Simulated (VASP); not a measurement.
# KCl (Pm-3m) in VASP: a series of runs, part 2 of 2

VASP 6.6.1. The steps go on from the part before.

### 3 Relaxation of cell and atoms, PBE

The input, INCAR:

```
SYSTEM = KCl
PREC = Accurate ; ENCUT = 600
EDIFF = 1E-7 ; ISMEAR = 0
SIGMA = 0.02 ; LREAL = .False.
LASPH = .True. ; NELM = 100
ALGO = Normal ; ISIF = 3
LWAVE = .False. ; LCHARG = .False.
GGA = PE ; IBRION = 2
NSW = 100 ; EDIFFG = -0.005
```

The input, KPOINTS:

```
regular mesh
0
Gamma
  6 6 6
  0 0 0
```

The input, POSCAR:

```
KCl
1.0
    3.8391960000      0.0000000000      0.0000000000
    0.0000000000      3.8391960000      0.0000000000
    0.0000000000      0.0000000000      3.8391960000
K Cl
1 1
Direct
    0.0000000000      0.0000000000      0.0000000000
    0.5000000000      0.5000000000      0.5000000000
```

Potentials or basis: VASP PAW PBE potentials, release 64 (K_sv, Cl).

Started as:

```sh
cat potpaw_PBE.64/K_sv/POTCAR potpaw_PBE.64/Cl/POTCAR > POTCAR
mpirun -np 1 vasp_std > vasp.out
```

OUTCAR:

```text
SYSTEM = KCl
   PREC = Accurate
   ENCUT = 600
   EDIFF = 1E-7
   ISMEAR = 0
   LREAL = .False.
   LASPH = .True.
   NELM = 100
   ISIF = 3
   GGA = PE
   IBRION = 2
   NSW = 100
   EDIFFG = -0.005

 ion  position               nearest neighbor table
   1  0.000  0.000  0.000-
   2  0.500  0.500  0.500-

  LATTYP: Found a simple cubic cell.
 ALAT       =     3.8391960000

  Lattice vectors:

 A1 = (   3.8391960000,   0.0000000000,   0.0000000000)
 A2 = (   0.0000000000,   3.8391960000,   0.0000000000)
 A3 = (   0.0000000000,   0.0000000000,   3.8391960000)

Analysis of symmetry for initial positions (statically):
=====================================================================
 Subroutine PRICEL returns:
 Original cell was already a primitive cell.

 Routine SETGRP: Setting up the symmetry group for a
 simple cubic supercell.

 Subroutine GETGRP returns: Found 48 space group operations
 (whereof 48 operations were pure point group operations)
 out of a pool of 48 trial point group operations.

The static configuration has the point symmetry O_h .

Analysis of symmetry for dynamics (positions and initial velocities):
=====================================================================
 Subroutine PRICEL returns:
 Original cell was already a primitive cell.

 Routine SETGRP: Setting up the symmetry group for a
 simple cubic supercell.

 Subroutine GETGRP returns: Found 48 space group operations
 (whereof 48 operations were pure point group operations)
 out of a pool of 48 trial point group operations.

The dynamic configuration has the point symmetry O_h .

 Subroutine INISYM returns: Found 48 space group operations
 (whereof 48 operations are pure point group operations),
 and found     1 'primitive' translations
[... 114 lines left out ...]
   LORBIT       =      0    0 simple, 1 ext, 2 COOP (PROOUT), +10 PAW based schemes
   GGA     = PE    functional components
   LHFCALC =     F    Hartree Fock is set to
   AEXX    =    0.0000 exact exchange contribution
   IVDW    =     0    specifies the selected vdW correction
   LEPSILON=     F    determine dielectric tensor
   LRPA    =     F    only Hartree local field effects (RPA)
 conjugate gradient relaxation of ions
 non-spin polarized calculation
 Gauss-broadening in eV      SIGMA  =   0.02
  energy-cutoff  :      600.00
  volume of cell :       56.59
 maximum number of plane-waves:      1924
 NGX is ok and might be reduce to    32
   NGX = 15   NGY = 15   NGZ = 15

 number of electron      16.0000002 magnetization

 Free energy of the ion-electron system (eV)
  ---------------------------------------------------
  ext. energy  EPLUGINS =         0.00000000
  ---------------------------------------------------
  free energy    TOTEN  =        -6.65579832 eV

  energy without entropy =       -6.65579832  energy(sigma->0) =       -6.65579832

 E-fermi :  -0.7110     XC(G=0):  -8.0713

 val. band max:       -0.8330582362   @ k =   0.5000   0.5000   0.0000
 cond. band min:       3.9638918851   @ k =   0.0000   0.0000   0.0000
 fundamental gap:      4.7969501213
 Fermi energy:        -0.7110348476

 k-point     1 :       0.0000    0.0000    0.0000
  band No.  band energies     occupation
      1     -28.8964      2.00000
      2     -13.3991      2.00000
      3     -12.2832      2.00000
      4     -12.2832      2.00000
      5     -12.2832      2.00000
      6      -1.0361      2.00000
      7      -1.0361      2.00000
      8      -1.0361      2.00000
      9       3.9639      0.00000
     10       5.7357      0.00000
     11       5.7357      0.00000
     12       9.8065      0.00000
[... 271 lines left out ...]
 k-point    20 :       0.5000    0.5000    0.5000
  band No.  band energies     occupation
      1     -28.8430      2.00000
      2     -13.0003      2.00000
      3     -12.4511      2.00000
      4     -12.4511      2.00000
      5     -12.4511      2.00000
      6      -2.1388      2.00000
      7      -2.1388      2.00000
      8      -2.1388      2.00000
      9       7.9723      0.00000
     10       7.9723      0.00000
     11       7.9723      0.00000
     12       9.0486      0.00000

------------------------ aborting loop because EDIFF is reached ----------------------------------------

  FORCE on cell =-STRESS in cart. coord.  units (eV):
  Direction    XX          YY          ZZ          XY          YZ          ZX
  --------------------------------------------------------------------------------------
  -------------------------------------------------------------------------------------
  Total       -0.0001642     -0.0001642     -0.0001642      0.0000000      0.0000000      0.0000000
  in kB       -0.0046488     -0.0046488     -0.0046488      0.0000000      0.0000000      0.0000000
  external PRESSURE =      -0.0046488 kB  Pullay stress =       0.0000000 kB

 VOLUME and BASIS-vectors are now :
 -----------------------------------------------------------------------------
  energy-cutoff  :      600.00
  volume of cell :       56.59
      direct lattice vectors                 reciprocal lattice vectors
     3.839196000  0.000000000  0.000000000     0.260471203  0.000000000  0.000000000
     0.000000000  3.839196000  0.000000000     0.000000000  0.260471203  0.000000000
     0.000000000  0.000000000  3.839196000     0.000000000  0.000000000  0.260471203

 POSITION                                       TOTAL-FORCE (eV/Angst)
 -----------------------------------------------------------------------------------
      0.00000      0.00000      0.00000         0.000000      0.000000      0.000000
      1.91960      1.91960      1.91960         0.000000      0.000000      0.000000
 -----------------------------------------------------------------------------------
    total drift:                                0.000000      0.000000     -0.000000

  FREE ENERGIE OF THE ION-ELECTRON SYSTEM (eV)
  ---------------------------------------------------
  free  energy   TOTEN  =        -6.6557983226 eV

  energy  without entropy=       -6.6557983226  energy(sigma->0) =       -6.65579832

 reached required accuracy - stopping structural energy minimisation
```

OSZICAR:

```text
N       E                     dE             d eps       ncg     rms          rms(c)
DAV:   1     0.120474620825E+03    0.12047E+03   -0.81134E+03   480   0.135E+03
DAV:   2     0.229208496791E+00   -0.12025E+03   -0.11258E+03   612   0.294E+02
DAV:   3    -0.672217665725E+01   -0.69514E+01   -0.69156E+01   620   0.659E+01
DAV:   4    -0.697041215071E+01   -0.24824E+00   -0.24785E+00   816   0.111E+01
DAV:   5    -0.697164452563E+01   -0.12324E-02   -0.12322E-02   612   0.871E-01    0.290E+00
DAV:   6    -0.668800180767E+01    0.28364E+00   -0.50187E-01   568   0.398E+00    0.240E+00
DAV:   7    -0.665308045519E+01    0.34921E-01   -0.13731E-01   580   0.239E+00    0.145E+00
DAV:   8    -0.665533089055E+01   -0.22504E-02   -0.21232E-02   688   0.133E+00    0.198E-01
DAV:   9    -0.665554340639E+01   -0.21252E-03   -0.15652E-03   612   0.290E-01    0.929E-02
DAV:  10    -0.665578863758E+01   -0.24523E-03   -0.30566E-04   560   0.186E-01    0.233E-02
DAV:  11    -0.665579707754E+01   -0.84400E-05   -0.14096E-05   636   0.383E-02    0.865E-03
DAV:  12    -0.665579828120E+01   -0.12037E-05   -0.31129E-06   588   0.160E-02    0.144E-03
DAV:  13    -0.665579832256E+01   -0.41365E-07   -0.31804E-07   608   0.602E-03
   1 F= -.66557983E+01 E0= -.66557983E+01  d E =-.665580E+01
```

CONTCAR:

```text
KCl
   1.00000000000000
     3.8391959999999998    0.0000000000000000    0.0000000000000000
     0.0000000000000000    3.8391959999999998    0.0000000000000000
     0.0000000000000000    0.0000000000000000    3.8391959999999998
  K               Cl
     1     1
Direct
     0.0000000000000000    0.0000000000000000    0.0000000000000000
     0.5000000000000000    0.5000000000000000    0.5000000000000000

  0.00000000E+00  0.00000000E+00  0.00000000E+00
  0.00000000E+00  0.00000000E+00  0.00000000E+00
```

Run time: 9.3 s. Hardware: 1 thread of Intel Xeon 6975P-C (Granite Rapids), shared host; peak memory 0.18 GiB.

What came out:

* Free energy: -6.6558 eV
* Pressure after relaxing: 0.0 GPa
* Band gap on the k mesh: 4.80 eV (least direct gap 5.00 eV)

Final structure:
```yaml
crystal:
  lattice:
    - [3.83920, 0.00000, 0.00000]
    - [0.00000, 3.83920, 0.00000]
    - [0.00000, 0.00000, 3.83920]
  atoms:
    - { symbol: K, position: [0.00000, 0.00000, 0.00000] }
    - { symbol: Cl, position: [0.50000, 0.50000, 0.50000] }
```

Levels at points of the mesh, in eV from the valence-band top:
```tsv
k point	band 6	band 7	band 8	band 9	band 10	band 11
(0.00, 0.00, 0.00)	-0.20	-0.20	-0.20	4.80	6.57	6.57
(0.50, 0.00, 0.00)	-1.75	-0.21	-0.21	7.70	7.91	8.24
(0.50, 0.50, 0.00)	-1.19	-1.19	0.00	6.19	7.28	8.94
(0.50, 0.50, 0.50)	-1.31	-1.31	-1.31	8.81	8.81	8.81
```

Caveat: the relaxation stopped at its first step, so nothing moved.

### 4 Single point, HSE06

The input, POSCAR:

```
KCl
1.0
    3.8375709993      0.0000000000      0.0000000000
    0.0000000000      3.8375709993      0.0000000000
    0.0000000000      0.0000000000      3.8375709993
K Cl
1 1
Direct
    0.0000000000      0.0000000000      0.0000000000
    0.5000000000      0.5000000000      0.5000000000
```

The input, INCAR.step1:

```
PREC = Accurate
ENCUT = 520
EDIFF = 1E-5
ISMEAR = 0
SIGMA = 0.02
LREAL = F
LASPH = T
NELM = 100
ALGO = Normal
ISIF = 2
LWAVE = T
LCHARG = F
NBANDS = 15
GGA = PE
```

The input, INCAR.step2:

```
PREC = Accurate
ENCUT = 520
EDIFF = 1E-7
ISMEAR = 0
SIGMA = 0.02
LREAL = F
LASPH = T
NELM = 100
ALGO = Normal
ISIF = 2
LWAVE = F
LCHARG = F
GGA = PE
LHFCALC = T
HFSCREEN = 0.2079
PRECFOCK = Normal
NBANDS = 15
ISTART = 1
```

The input, KPOINTS:

```
Automatic mesh
0
Gamma
  6 6 6
```

Potentials or basis: VASP PAW PBE potentials, release 64 (K_sv, Cl).

Started as:

```sh
cat potpaw_PBE.64/K_sv/POTCAR potpaw_PBE.64/Cl/POTCAR > POTCAR
cp INCAR.step1 INCAR
mpirun -np 1 vasp_std > vasp.out
cp INCAR.step2 INCAR
mpirun -np 1 vasp_std > vasp.out
```

OUTCAR:

```text
PREC = Accurate
   ENCUT = 520
   EDIFF = 1E-7
   ISMEAR = 0
   LREAL = F
   LASPH = T
   NELM = 100
   ISIF = 2
   GGA = PE
   LHFCALC = T
   HFSCREEN = 0.2079
   PRECFOCK = Normal
   ISTART = 1

 ion  position               nearest neighbor table
   1  0.000  0.000  0.000-
   2  0.500  0.500  0.500-

  LATTYP: Found a simple cubic cell.
 ALAT       =     3.8375709993

  Lattice vectors:

 A1 = (   3.8375709993,   0.0000000000,   0.0000000000)
 A2 = (   0.0000000000,   3.8375709993,   0.0000000000)
 A3 = (   0.0000000000,   0.0000000000,   3.8375709993)

Analysis of symmetry for initial positions (statically):
=====================================================================
 Subroutine PRICEL returns:
 Original cell was already a primitive cell.

 Routine SETGRP: Setting up the symmetry group for a
 simple cubic supercell.

 Subroutine GETGRP returns: Found 48 space group operations
[... 176 lines left out ...]
 k-point     1 :       0.0000    0.0000    0.0000
  band No.  band energies     occupation
      1     -31.9542      2.00000
      2     -15.5317      2.00000
      3     -13.9853      2.00000
      4     -13.9853      2.00000
      5     -13.9853      2.00000
      6      -1.9956      2.00000
      7      -1.9956      2.00000
      8      -1.9956      2.00000
      9       4.3440      0.00000
     10       6.2176      0.00000
     11       6.2176      0.00000
     12      10.7154      0.00000
     13      10.7154      0.00000
     14      10.7154      0.00000
[... 329 lines left out ...]
      2     -15.0935      2.00000
      3     -14.1545      2.00000
      4     -14.1545      2.00000
      5     -14.1545      2.00000
      6      -3.1713      2.00000
      7      -3.1713      2.00000
      8      -3.1713      2.00000
      9       8.4019      0.00000
     10       8.4019      0.00000
     11       8.4019      0.00000
     12       9.8792      0.00000
     13       9.8792      0.00000
     14       9.8792      0.00000
     15      12.5266      0.00000

------------------------ aborting loop because EDIFF is reached ----------------------------------------

  FORCE on cell =-STRESS in cart. coord.  units (eV):
  Direction    XX          YY          ZZ          XY          YZ          ZX
  --------------------------------------------------------------------------------------
  -------------------------------------------------------------------------------------
  Total       -0.1506487     -0.1506487     -0.1506487      0.0000000      0.0000000     -0.0000000
  in kB       -4.2707752     -4.2707752     -4.2707752      0.0000000      0.0000000     -0.0000000
  external PRESSURE =      -4.2707752 kB  Pullay stress =       0.0000000 kB

 VOLUME and BASIS-vectors are now :
 -----------------------------------------------------------------------------
  energy-cutoff  :      520.00
  volume of cell :       56.52
      direct lattice vectors                 reciprocal lattice vectors
     3.837570999  0.000000000  0.000000000     0.260581498  0.000000000  0.000000000
     0.000000000  3.837570999  0.000000000     0.000000000  0.260581498  0.000000000
     0.000000000  0.000000000  3.837570999     0.000000000  0.000000000  0.260581498

 POSITION                                       TOTAL-FORCE (eV/Angst)
 -----------------------------------------------------------------------------------
      0.00000      0.00000      0.00000         0.000000      0.000000      0.000000
      1.91879      1.91879      1.91879         0.000000      0.000000      0.000000
 -----------------------------------------------------------------------------------
    total drift:                               -0.000000     -0.000000     -0.000000

  FREE ENERGIE OF THE ION-ELECTRON SYSTEM (eV)
  ---------------------------------------------------
  free  energy   TOTEN  =        -7.7169776238 eV

  energy  without entropy=       -7.7169776238  energy(sigma->0) =       -7.71697762
```

OUTCAR.step1:

```text
PREC = Accurate
   ENCUT = 520
   EDIFF = 1E-5
   ISMEAR = 0
   LREAL = F
   LASPH = T
[... 574 lines left out ...]
 -----------------------------------------------------------------------------------
      0.00000      0.00000      0.00000         0.000000      0.000000      0.000000
      1.91879      1.91879      1.91879         0.000000      0.000000      0.000000
 -----------------------------------------------------------------------------------
    total drift:                                0.000000      0.000000     -0.000000

  FREE ENERGIE OF THE ION-ELECTRON SYSTEM (eV)
  ---------------------------------------------------
  free  energy   TOTEN  =        -6.6552755775 eV

  energy  without entropy=       -6.6552755775  energy(sigma->0) =       -6.65527558
```

OSZICAR.step1:

```text
N       E                     dE             d eps       ncg     rms          rms(c)
DAV:   1     0.106698416114E+03    0.10670E+03   -0.72364E+03   600   0.968E+02
DAV:   2    -0.117558929514E+01   -0.10787E+03   -0.99201E+02   777   0.245E+02
DAV:   3    -0.677385072067E+01   -0.55983E+01   -0.55712E+01   824   0.503E+01
DAV:   4    -0.696931810351E+01   -0.19547E+00   -0.19544E+00   874   0.838E+00
DAV:   5    -0.697097529063E+01   -0.16572E-02   -0.16572E-02   845   0.854E-01    0.291E+00
DAV:   6    -0.668751959784E+01    0.28346E+00   -0.30839E-01   754   0.319E+00    0.240E+00
DAV:   7    -0.665309466280E+01    0.34425E-01   -0.90435E-02   761   0.194E+00    0.146E+00
DAV:   8    -0.665500091264E+01   -0.19062E-02   -0.17565E-02   857   0.101E+00    0.222E-01
DAV:   9    -0.665500420545E+01   -0.32928E-05   -0.78512E-04   761   0.194E-01    0.113E-01
DAV:  10    -0.665528124053E+01   -0.27704E-03   -0.37728E-04   670   0.152E-01    0.315E-02
DAV:  11    -0.665527557747E+01    0.56631E-05   -0.24229E-05   831   0.363E-02
   1 F= -.66552756E+01 E0= -.66552756E+01  d E =-.889673E-30
```

Wall time 27 min (1 thread of Intel Xeon 6975P-C (Granite Rapids), shared host); peak memory 0.3 GiB.

Results:

```yaml
Free_energy: -7.7170 eV
Pressure: -0.4 GPa
Band_gap_on_the_k_mesh: 6.12 eV (least direct gap 6.34 eV)
```

Caveat: the PAW data sets were made with another functional, which shifts forces and pressure a little.

### 5 Overview

| task | level | cell | cutoff (eV) | grid for exact exchange (PRECFOCK) | share of exact exchange | screening parameter | gap on the mesh (eV) | pressure (GPa) |
| --- | --- | --- | --- | --- | --- | --- | --- | --- |
| single point | PBE | a = 3.838 Å, 2 atoms | 520 | - | - | - | 4.80 | 0.0 |
| relaxation of cell and atoms | PBE | relaxed from a = 3.839 Å, 2 atoms | 600 | - | - | - | 4.80 | 0.0 |
| single point | HSE06 | a = 3.838 Å, 2 atoms | 520 | Normal | 0.25 | 0.2079 1/Å | 6.12 | -0.4 |

Alike in all rows: potentials or basis VASP PAW PBE potentials, release 64 (K_sv, Cl); no spin polarisation; k mesh 6 × 6 × 6; smearing gaussian 0.02 eV.

Caveats: the relaxation stopped at its first step, so nothing moved (at least some runs); the PAW data sets were made with another functional, which shifts forces and pressure a little (at least some runs).

Total energies depend on the potentials used, so only differences within one code and one set of settings carry meaning.
